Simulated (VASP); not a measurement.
# Cl (Cmce) in VASP: settings compared, part 2 of 2

VASP 6.6.1. Earlier steps stand in the parts before.

## 3. Single point, LDA (volume scaled by 0.94)

Contents of INCAR:

```
PREC = Accurate
ENCUT = 520
EDIFF = 1E-6
ISMEAR = -1
SIGMA = 0.05
LREAL = F
LASPH = T
NELM = 60
ALGO = Normal
ISIF = 2
LWAVE = F
LCHARG = T
LELF = T
LVHAR = T
NBANDS = 22
```

Contents of KPOINTS:

```
Automatic mesh
0
Gamma
  7 7 4
```

Contents of POSCAR:

```
Cl
1.0
    3.0807983119     -2.2040687446      0.0000000000
    3.0807983119      2.2040687446      0.0000000000
    0.0000000000      0.0000000000      8.0424019526
Cl
4
Direct
    0.3700000000      0.6300000000      0.4000000000
    0.1300000000      0.8700000000      0.9000000000
    0.6300000000      0.3700000000      0.6000000000
    0.8700000000      0.1300000000      0.1000000000
```

Potentials or basis: VASP PAW LDA potentials, release 64 (Cl).

Run with:

```
cat potpaw_LDA.64/Cl/POTCAR > POTCAR
mpirun -np 1 vasp_std > vasp.out
```

OUTCAR:

```text
PREC = Accurate
   ENCUT = 520
   EDIFF = 1E-6
   ISMEAR = -1
   LREAL = F
   LASPH = T
   NELM = 60
   ISIF = 2

 ion  position               nearest neighbor table
   1  0.370  0.630  0.400-   3 1.98
   2  0.130  0.870  0.900-   4 1.98
   3  0.630  0.370  0.600-   1 1.98
   4  0.870  0.130  0.100-   2 1.98

  LATTYP: Found a base centered orthorhombic cell.
 ALAT       =     4.4081374892
 B/A-ratio  =     1.3977777778
 C/A-ratio  =     1.8244444445

  Lattice vectors:

 A1 = (  -3.0807983119,  -2.2040687446,   0.0000000000)
 A2 = (   3.0807983119,  -2.2040687446,   0.0000000000)
 A3 = (   0.0000000000,   0.0000000000,   8.0424019526)

Analysis of symmetry for initial positions (statically):
=====================================================================
 Subroutine PRICEL returns:
 Original cell was already a primitive cell.

 Routine SETGRP: Setting up the symmetry group for a
 base centered orthorhombic supercell.

 Subroutine GETGRP returns: Found  8 space group operations
 (whereof  4 operations were pure point group operations)
 out of a pool of  8 trial point group operations.

The static configuration has the point symmetry C_2h.
 The point group associated with its full space group is D_2h.

Analysis of symmetry for dynamics (positions and initial velocities):
=====================================================================
 Subroutine PRICEL returns:
 Original cell was already a primitive cell.

 Routine SETGRP: Setting up the symmetry group for a
 base centered orthorhombic supercell.

 Subroutine GETGRP returns: Found  8 space group operations
 (whereof  4 operations were pure point group operations)
 out of a pool of  8 trial point group operations.

The dynamic configuration has the point symmetry C_2h.
[... 118 lines left out ...]
   EFERMI =   0.00;   METHOD = LEGACY
   ISMEAR =    -1;   SIGMA  =   0.05  broadening in eV -4-tet -1-fermi 0-gaus
   EFERMI_NEDOS =   21; number of points for ismear=-14 and -15
   IALGO  =     38    algorithm
   IMIX   =      4    mixing-type and parameters
     AMIX     =   0.40;   BMIX     =  1.00
     AMIX_MAG =   1.60;   BMIX_MAG =  1.00
  volume/ion in A,a.u.               =      27.31       184.26
  Fermi-wavevector in a.u.,A,eV,Ry     =   1.039983  1.965282 14.715572  1.081564
  Thomas-Fermi vector in A             =   2.174538
   LORBIT       =      0    0 simple, 1 ext, 2 COOP (PROOUT), +10 PAW based schemes
   GGA     = CA    functional components
   LHFCALC =     F    Hartree Fock is set to
   AEXX    =    0.0000 exact exchange contribution
   IVDW    =     0    specifies the selected vdW correction
   LEPSILON=     F    determine dielectric tensor
   LRPA    =     F    only Hartree local field effects (RPA)
 non-spin polarized calculation
  energy-cutoff  :      520.00
  volume of cell :      109.22
 maximum number of plane-waves:      2974
   NGX = 15   NGY = 15   NGZ = 29

 number of electron      27.9999993 magnetization

 Free energy of the ion-electron system (eV)
  ---------------------------------------------------
  ext. energy  EPLUGINS =         0.00000000
  ---------------------------------------------------
  free energy    TOTEN  =        -8.88745061 eV

  energy without entropy =       -8.88745061  energy(sigma->0) =       -8.88745061

 E-fermi :   0.8708     XC(G=0):  -8.5589

 val. band max:       -0.2484064959   @ k =  -0.4286   0.4286   0.0000
 cond. band min:       2.3402178475   @ k =   0.1429  -0.0000   0.0000
 fundamental gap:      2.5886243434
 Fermi energy:         0.8707534066

 k-point     1 :       0.0000    0.0000    0.0000
  band No.  band energies     occupation
      1     -17.2260      2.00000
      2     -16.9935      2.00000
      3     -12.8453      2.00000
      4     -12.1660      2.00000
      5      -5.9032      2.00000
      6      -4.9182      2.00000
[... 589 lines left out ...]
     21       9.9955      0.00000
     22      10.2418      0.00000

 [... further k-points ...]

------------------------ aborting loop because EDIFF is reached ----------------------------------------

  FORCE on cell =-STRESS in cart. coord.  units (eV):
  Direction    XX          YY          ZZ          XY          YZ          ZX
  --------------------------------------------------------------------------------------
  -------------------------------------------------------------------------------------
  Total       -0.7879494     -1.0072862     -0.5449224      0.0000000     -0.0000000      0.0000000
  in kB      -11.5585868    -14.7760814     -7.9935751      0.0000000     -0.0000000      0.0000000
  external PRESSURE =     -11.4427477 kB  Pullay stress =       0.0000000 kB

 VOLUME and BASIS-vectors are now :
 -----------------------------------------------------------------------------
  energy-cutoff  :      520.00
  volume of cell :      109.22
      direct lattice vectors                 reciprocal lattice vectors
     3.080798312 -2.204068745  0.000000000     0.162295597 -0.226853178  0.000000000
     3.080798312  2.204068745  0.000000000     0.162295597  0.226853178  0.000000000
     0.000000000  0.000000000  8.042401953     0.000000000  0.000000000  0.124340963

 POSITION                                       TOTAL-FORCE (eV/Angst)
 -----------------------------------------------------------------------------------
      3.08080      0.57306      3.21696         0.000000      0.177190     -0.420235
      3.08080      1.63101      7.23816         0.000000     -0.177190     -0.420235
      3.08080     -0.57306      4.82544         0.000000     -0.177190      0.420235
      3.08080     -1.63101      0.80424         0.000000      0.177190      0.420235
 -----------------------------------------------------------------------------------
    total drift:                               -0.000000      0.000000      0.000000

  FREE ENERGIE OF THE ION-ELECTRON SYSTEM (eV)
  ---------------------------------------------------
  free  energy   TOTEN  =        -8.8874506128 eV

  energy  without entropy=       -8.8874506127  energy(sigma->0) =       -8.88745061
```

OSZICAR:

```text
N       E                     dE             d eps       ncg     rms          rms(c)
DAV:   1     0.172647163686E+03    0.17265E+03   -0.12249E+04  2112   0.109E+03
DAV:   2     0.298577341029E+01   -0.16966E+03   -0.16421E+03  2992   0.201E+02
DAV:   3    -0.926199242105E+01   -0.12248E+02   -0.12199E+02  2774   0.606E+01
DAV:   4    -0.940646686345E+01   -0.14447E+00   -0.14442E+00  2760   0.793E+00
DAV:   5    -0.940875148443E+01   -0.22846E-02   -0.22845E-02  2766   0.988E-01    0.172E+01
DAV:   6    -0.903071988785E+01    0.37803E+00   -0.22431E-01  2616   0.269E+00    0.111E+01
DAV:   7    -0.889883120134E+01    0.13189E+00   -0.50911E-01  2616   0.387E+00    0.881E-01
DAV:   8    -0.888734084066E+01    0.11490E-01   -0.63327E-02  2382   0.151E+00    0.389E-01
DAV:   9    -0.888744121494E+01   -0.10037E-03   -0.18670E-03  2616   0.255E-01    0.102E-01
DAV:  10    -0.888745329122E+01   -0.12076E-04   -0.10907E-04  2886   0.623E-02    0.436E-02
DAV:  11    -0.888745159351E+01    0.16977E-05   -0.34726E-05  2604   0.334E-02    0.152E-02
DAV:  12    -0.888745061284E+01    0.98067E-06   -0.32576E-06  2466   0.121E-02
   1 F= -.88874506E+01 E0= -.88874506E+01  d E =-.952972E-10
```

stdout:

```text
POSCAR found type information on POSCAR Cl
 POSCAR found :  1 types and       4 ions
 scaLAPACK will be used
 LDA part: xc-table for (Slater(with rela. corr.)+CA(PZ))
 , standard interpolation
 POSCAR, INCAR and KPOINTS ok, starting setup
 FFT: planning ... GRIDC
 FFT: planning ... GRID_SOFT
 FFT: planning ... GRID
 WAVECAR not read
 entering main loop
```

It took 32 s on 1 thread of Intel Xeon 6975P-C (Granite Rapids), shared host; peak memory 0.21 GiB.

What came out:

* Free energy: -8.8875 eV
* Pressure: -1.1 GPa
* Largest force: 0.456 eV/Å
* Band gap on the k mesh: 2.59 eV, indirect (least direct gap 2.66 eV)

Forces in eV/Å, atoms in the order of the input:
```
Cl   0.000  0.177 -0.420
Cl   0.000 -0.177 -0.420
Cl   0.000 -0.177  0.420
Cl   0.000  0.177  0.420
```

Levels at points of the mesh, in eV from the valence-band top:
```
           k point  band 10  band 11  band 12  band 13  band 14  band 15  band 16  band 17  band 18  band 19
(0.00, 0.00, 0.00)    -2.32    -0.82    -0.48    -0.17    -0.05     2.60     3.24     6.51     7.06     8.36
(0.00, 0.00, 0.50)    -2.32    -0.76    -0.76    -0.11    -0.11     2.78     2.78     7.11     7.11     9.31
```

## 4. Single point, LDA (volume scaled by 0.96)

Contents of INCAR:

```
PREC = Accurate
ENCUT = 520
EDIFF = 1E-6
ISMEAR = -1
SIGMA = 0.05
LREAL = F
LASPH = T
NELM = 80
ALGO = Normal
ISIF = 2
LWAVE = F
LCHARG = F
NBANDS = 22
```

KPOINTS is that of step 3.

Contents of POSCAR:

```
Cl
1.0
    3.1024947895     -2.2195908669      0.0000000000
    3.1024947895      2.2195908669      0.0000000000
    0.0000000000      0.0000000000      8.0990404521
Cl
4
Direct
    0.3700000000      0.6300000000      0.4000000000
    0.1300000000      0.8700000000      0.9000000000
    0.6300000000      0.3700000000      0.6000000000
    0.8700000000      0.1300000000      0.1000000000
```

Run with:

```
cat potpaw_LDA.64/Cl/POTCAR > POTCAR
mpirun -np 1 vasp_std > vasp.out
```

Wall time 31 s (1 thread of Intel Xeon 6975P-C (Granite Rapids), shared host); peak memory 0.2 GiB.

It converged, with:

- Free energy: -8.8675 eV
- Pressure: -1.7 GPa
- Largest force: 0.205 eV/Å
- Band gap on the k mesh: 2.51 eV, indirect (least direct gap 2.57 eV)

Forces on the atoms (eV/Å):
```
Cl   0.000  0.021 -0.204
Cl   0.000 -0.021 -0.204
Cl   0.000 -0.021  0.204
Cl   0.000  0.021  0.204
```

Stress tensor (GPa, compression positive):
```
-1.20  0.00  0.00
 0.00 -2.06  0.00
 0.00  0.00 -1.93
```

Levels at points of the mesh, in eV from the valence-band top:
| k point | band 10 | band 11 | band 12 | band 13 | band 14 | band 15 | band 16 | band 17 | band 18 | band 19 |
| --- | --- | --- | --- | --- | --- | --- | --- | --- | --- | --- |
| (0.00, 0.00, 0.00) | -2.26 | -0.79 | -0.46 | -0.17 | -0.05 | 2.52 | 3.15 | 6.48 | 7.09 | 8.41 |
| (0.00, 0.00, 0.50) | -2.26 | -0.73 | -0.73 | -0.11 | -0.11 | 2.71 | 2.71 | 7.09 | 7.09 | 9.31 |

## 5. Summary

| level | potentials or basis | cell | gap on the mesh (eV) | pressure (GPa) | largest force (eV/Å) |
| --- | --- | --- | --- | --- | --- |
| PBEsol | VASP PAW PBE potentials, release 64 (Cl) | a = 3.867, b = 3.867, c = 8.210 Å, angles 90.0, 90.0, 71.2°, 4 atoms | 2.48 | -1.2 | 0.31 |
| LDA | VASP PAW LDA potentials, release 64 (Cl) | a = 3.788, b = 3.788, c = 8.042 Å, angles 90.0, 90.0, 71.2°, 4 atoms | 2.59 | -1.1 | 0.46 |
| LDA | VASP PAW LDA potentials, release 64 (Cl) | a = 3.815, b = 3.815, c = 8.099 Å, angles 90.0, 90.0, 71.2°, 4 atoms | 2.51 | -1.7 | 0.21 |

Alike in all rows: task single point; no spin polarisation; k mesh 7 × 7 × 4; cutoff (eV) 520; smearing fermi-dirac 0.05 eV.

Caveats: the PAW data sets were made with another functional, which shifts forces and pressure a little (some runs).

Absolute energies hang on the potentials; compare differences alone.
